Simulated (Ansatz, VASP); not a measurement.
## Lu2AlSb2 in VASP and in Ansatz

```xyz
5
Lattice="0.0000 0.0000 4.0286 4.1171 -3.7361 2.0143 4.1171 3.7361 -2.0143" Properties=species:S:1:pos:R:3 pbc="T T T"
Lu    5.9155    0.0000    2.0143
Lu    2.3187    0.0000    2.0143
Sb    4.1171   -1.6398    4.0286
Sb    4.1171    1.6398    0.0000
Al    0.0000    0.0000    0.0000
```

Alike in both runs: functional PBE; k mesh 5 × 5 × 5; no spin polarisation.

Ansatz relaxed the structure, and its values are those at the end. VASP's run is a single point on that final structure, the one shown.

|  | VASP | Ansatz |
| --- | --- | --- |
| version | VASP 6.6.1 | Ansatz 0.2.0 |
| potentials or method | VASP PAW PBE potentials, release 64 (Lu, Sb, Al), cutoff 520 eV | PAW plane waves |
| occupations | methfessel-paxton of order 1, width 0.0161 eV | cold, width 0.0161 eV |
| valence electrons in the cell | 63 | 83 |

```csv
,VASP,Ansatz,Ansatz less VASP
gap on the k mesh at the Fermi level (eV),none,none,-
pressure (GPa),0.2,0.0,-0.17
rms of the force components (eV/Å),0.004,0.001,-0.0026
```

A gap of «none» marks a metal or a gap that the smearing closes. VASP's potentials hold 63 valence electrons a cell and Ansatz's 83, so a difference there can come from the potentials and not from the codes.

Neither program's run includes spin-orbit coupling.
